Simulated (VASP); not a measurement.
A run of VASP 6.6.1:

INCAR

```
SYSTEM = LiHf31O64
  ALGO = Normal
  EDIFF = 1E-6
  ENCUT = 650
  GGA = PE
  GGA_COMPAT = .False.
  ISIF = 2
  ISMEAR = -1
  LASPH = .True.
  LCHARG = .False.
  LREAL = Auto
  LWAVE = .False.
  NBANDS = 402
  NELECT = 700.0
  NELM = 120
  PREC = Accurate
  SIGMA = 0.01
```

File KPOINTS:

```
k-points
0
Gamma
  1 1 1
  0 0 0
```

The input POSCAR:

```
LiHf31O64
1.0
   10.3232443365      0.0000000000     -0.0100672117
    0.0000000000     10.4249879531      0.0000000000
   -1.7858212373      0.0000000000     10.5551946600
Hf O Li
31 64 1
Direct
    0.1366272174      0.2299885823      0.3545674252
    0.3710552729      0.4782802260      0.4008968127
    0.3628548513      0.2716152223      0.1460736246
    0.1379377688      0.0219888217      0.1039161299
    0.1376610186      0.2279636282      0.8522082622
    0.3630519979      0.4773939015      0.8949399952
    0.3636659682      0.2727575641      0.6438454851
    0.1362576862      0.0193116204      0.6042868862
    0.1381417842      0.7267146683      0.3539372435
    0.3616758427      0.9782717635      0.3959514250
    0.3631770395      0.7716413742      0.1463778834
    0.1389952603      0.5218764297      0.1039515886
    0.1383380591      0.7288236902      0.8523394441
    0.3633565792      0.9782390150      0.8950084029
    0.3692464541      0.7677377519      0.6470610465
    0.1394259570      0.5203770336      0.6024201806
    0.6405507638      0.2275157809      0.3554852650
    0.8574756539      0.4802506722      0.4002743363
    0.8625411981      0.2737582564      0.1464264495
    0.6387115389      0.0218093819      0.1023601506
    0.6416650727      0.2319740790      0.8523397124
    0.8607809239      0.4794605622      0.8920143893
    0.8582339151      0.2761400311      0.6455309506
    0.6391011189      0.0206194145      0.6046463460
    0.6387424779      0.7238353604      0.3575156555
    0.8616114327      0.9760875034      0.3969151701
    0.8603743474      0.7709550633      0.1445403912
    0.6386196786      0.5222394409      0.1041638420
    0.6381722104      0.7228748587      0.8467176790
    0.8625410474      0.9759949867      0.8940248945
    0.8574640099      0.7623704317      0.6436888075
    0.2169682697      0.3701519396      0.4870767749
    0.2751258820      0.1213210893      0.2616328116
    0.2757720358      0.1286340494      0.0123522818
    0.2251766278      0.3777250867      0.2371979385
    0.0331709919      0.1639458140      0.1737766389
    0.4658645846      0.4152225001      0.0765441014
    0.4676793741      0.3329365128      0.3244139181
    0.0324900604      0.0849445672      0.4238153955
    0.2258568758      0.3709498218      0.9877195173
    0.2739870869      0.1187329168      0.7623519061
    0.2743664886      0.1280887045      0.5116539742
    0.2261149794      0.3780330372      0.7379433561
    0.0324042584      0.1631121667      0.6739160169
    0.4580208063      0.4107299450      0.5731084314
    0.4660549384      0.3326744817      0.8276490932
    0.0333656168      0.0868203235      0.9249368790
    0.2235824325      0.8713630433      0.4854976042
    0.2738518945      0.6224607662      0.2598374130
    0.2777106792      0.6288367982      0.0116006503
    0.2237156219      0.8793324929      0.2368093937
    0.0324967886      0.6637246108      0.1728970738
    0.4665120213      0.9161470670      0.0764702625
    0.4658707587      0.8369669232      0.3254414563
    0.0355099680      0.5842557415      0.4229584267
    0.2254553544      0.8715486684      0.9880590679
    0.2766260868      0.6200898350      0.7617650867
    0.2759410227      0.6288369412      0.5111076224
    0.2252414113      0.8775900903      0.7376900767
    0.0357792457      0.6640767466      0.6736311826
    0.4648162569      0.9170189670      0.5758732513
    0.4668380056      0.8359274629      0.8280090648
    0.0371946288      0.5853980036      0.9244300499
    0.7329122017      0.3614657307      0.4843257026
    0.7764452190      0.1212361554      0.2620091778
    0.7767997158      0.1299196728      0.0113747538
    0.7233101759      0.3789564307      0.2376264666
    0.5344238130      0.1641096965      0.1722726043
    0.9676662086      0.4135382368      0.0743587494
    0.9659477479      0.3363005358      0.3246063730
    0.5330896384      0.0861337394      0.4242572861
    0.7242340453      0.3724276294      0.9912307318
    0.7771286602      0.1184189277      0.7615603689
    0.7761128053      0.1238612163      0.5131505500
    0.7321089368      0.3719978258      0.7477992187
    0.5352003415      0.1640746129      0.6744090074
    0.9682618604      0.4154091287      0.5766838124
    0.9733434441      0.3400772520      0.8238142607
    0.5351432443      0.0843634982      0.9229907519
    0.7207037568      0.8720292944      0.4881468707
    0.7744338332      0.6204075399      0.2579516621
    0.7756534023      0.6266333834      0.0129825847
    0.7255586103      0.8795152057      0.2371726882
    0.5347780090      0.6678353560      0.1705778258
    0.9673083313      0.9136780751      0.0754099447
    0.9663077692      0.8346915196      0.3244589317
    0.5303825389      0.5876377591      0.4146841402
    0.7260854918      0.8705640107      0.9871064846
    0.7909317445      0.6305231670      0.7722261933
    0.7871228575      0.6348706887      0.5013367423
    0.7248489237      0.8785293303      0.7373533435
    0.5353280565      0.6693870334      0.6753623585
    0.9658314331      0.9109522493      0.5745211504
    0.9706335575      0.8388329373      0.8249340419
    0.5342707697      0.5829695420      0.9234497904
    0.6129161772      0.5184890963      0.5982546956
```

Potentials or basis: VASP PAW PBE potentials, release 64 (Hf_pv, O, Li_sv).

Command:

```console
$ cat potpaw_PBE.64/Hf_pv/POTCAR potpaw_PBE.64/O/POTCAR potpaw_PBE.64/Li_sv/POTCAR > POTCAR
$ mpirun -np 1 vasp_gam > vasp.out
```

Hardware: 1 thread of Intel Xeon 8259CL (shared host).

Estimate the wall time of this run.

It took 29 min on 1 thread of Intel Xeon 8259CL, on a shared host, peak memory 1.4 GiB. Counts: scf iterations 17, k points 1.
